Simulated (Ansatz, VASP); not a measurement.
## One calculation of MgO2, two programs

The input INCAR:

```
SYSTEM = MgO2
PREC = Accurate ; ENCUT = 520
EDIFF = 1E-6 ; ISMEAR = 0
SIGMA = 0.05 ; LREAL = .False.
LASPH = .True. ; NELM = 60
ALGO = Normal ; ISIF = 2
LWAVE = .False. ; LCHARG = .False.
GGA = PS ; NBANDS = 14
```

The input KPOINTS:

```
Automatic mesh
0
Gamma
  12 12 12
  0 0 0
```

File POSCAR:

```
MgO2
1.0
    1.5245229652      0.8801837444      3.6686778186
   -1.5245229652      0.8801837444      3.6686778186
    0.0000000000     -1.7603674887      3.6686778186
Mg O
1 2
Direct
    0.0000000000      0.0000000000      0.0000000000
    0.4287860000      0.4287860000      0.4287860000
    0.5712140000      0.5712140000      0.5712140000
```

Input for Ansatz:

```yaml
crystal:
  lattice:
    - [1.5245229652, 0.8801837444, 3.6686778186]
    - [-1.5245229652, 0.8801837444, 3.6686778186]
    - [0.0, -1.7603674887, 3.6686778186]
  atoms:
    - { symbol: Mg, position: [0.0, 0.0, 0.0] }
    - { symbol: O, position: [0.428786, 0.428786, 0.428786] }
    - { symbol: O, position: [0.571214, 0.571214, 0.571214] }
basis:
  ecutwfc: 420
kpoints:
  mp_grid: { grid: [12, 12, 12] }
hamiltonian:
  xc: pbesol
scf:
  occupations: { method: gaussian, width: 0.05 }
output:
  forces: true
  stress: true
  eigenvalues: true
```

Change from the starting cell: strain -0.050 along x and y, +0.050 along z, atoms carried along.

Alike in both runs: task single point; functional PBEsol; k mesh 12 × 12 × 12; occupations gaussian, width 0.05 eV; no spin polarisation.

|  | VASP | Ansatz |
| --- | --- | --- |
| version | VASP 6.6.1 | Ansatz 0.2.0 |
| potentials or method | VASP PAW PBE potentials, release 64 (Mg, O), cutoff 520 eV | scalar-relativistic, plane waves, PAW |
| valence electrons in the cell | 14 | 22 |

```csv
,VASP,Ansatz,Ansatz less VASP
gap on the k mesh at the Fermi level (eV),1.05,1.07,+0.020
least direct gap on the mesh (eV),1.05,1.07,+0.020
pressure (GPa),-2.2,-2.0,+0.27
"traceless stress, the component that is largest in VASP (GPa)",-25.63,-26.16,-0.528
rms of the force components (eV/Å),0.802,0.849,+0.0468
```

VASP's potentials were made for PBE, not for PBEsol. Atom by atom the forces differ by 0.047 eV/Å (rms over components). VASP's potentials hold 14 valence electrons a cell and Ansatz's 22, so a difference there can come from the potentials and not from the codes.
